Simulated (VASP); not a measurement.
Wanted: the native input for a VASP 6.6.1 run.

```yaml
Task: relaxation of cell and atoms
Functional: PBE
Potentials_or_basis: VASP PAW PBE potentials, release 64 (Be, Cd, Se)
Cutoff: 600 eV
k_mesh: 4 × 4 × 4
Occupations: gaussian, width 0.1 eV
Spin: no spin polarisation
Dipole_correction: no
Further_INCAR_settings: ALGO = Normal; EDIFF = 1e-06; IBRION = 2; EDIFFG = -0.04; NSW = 90; ISIF = 3
```

The structure of Be3CdSe lies in POSCAR:

```
Be3CdSe
1.0
    3.9126021000      0.0000000000      0.0000000000
    0.0000000000      3.9126021000      0.0000000000
    0.0000000000      0.0000000000      3.9126021000
Be Cd Se
3 1 1
Direct
    0.0000000000      0.5000000000      0.5000000000
    0.5000000000      0.0000000000      0.5000000000
    0.5000000000      0.5000000000      0.0000000000
    0.0000000000      0.0000000000      0.0000000000
    0.5000000000      0.5000000000      0.5000000000
```

One way to write it, as run:

INCAR

```
PREC = Accurate
ENCUT = 600
EDIFF = 1E-6
ISMEAR = 0
SIGMA = 0.1
LREAL = F
LASPH = T
NELM = 60
ALGO = Normal
ISIF = 3
LWAVE = F
LCHARG = F
GGA = PE
IBRION = 2
NSW = 90
EDIFFG = -0.04
```

KPOINTS

```
Automatic mesh
0
Gamma
  4 4 4
```

Potentials or basis: VASP PAW PBE potentials, release 64 (Be, Cd, Se).

Run with:

```bash
$ cat potpaw_PBE.64/Be/POTCAR potpaw_PBE.64/Cd/POTCAR potpaw_PBE.64/Se/POTCAR > POTCAR
$ mpirun -np 1 vasp_std > vasp.out
```

Results of the run:

| Item | Value |
| --- | --- |
| Relaxed volume | 17.14 Å³/atom |
| Relaxed cell | a = 4.409 Å, b = 4.409 Å, c = 4.409 Å, α = 90.00°, β = 90.00°, γ = 90.00° |
| Space group after relaxing (to 0.05 Å) | Pm-3m (No. 221) |
| Energy gained by relaxing | 477.3 meV/atom |
| Ionic steps | 3 |
| Pressure after relaxing | 0.2 GPa |
| Band gap on the k mesh | zero (band 12 reaches 4.47 eV, above the bottom of band 13 at 2.11 eV) |

Caveat: the k points lie up to 0.36 Å⁻¹ apart in the final cell; the volume moved by over 15 % at a fixed basis, so the end points are rough.

It took 14 s on 1 thread of Intel(R) Xeon(R) 6975P-C (Granite Rapids), on a shared host, peak memory 0.19 GiB.
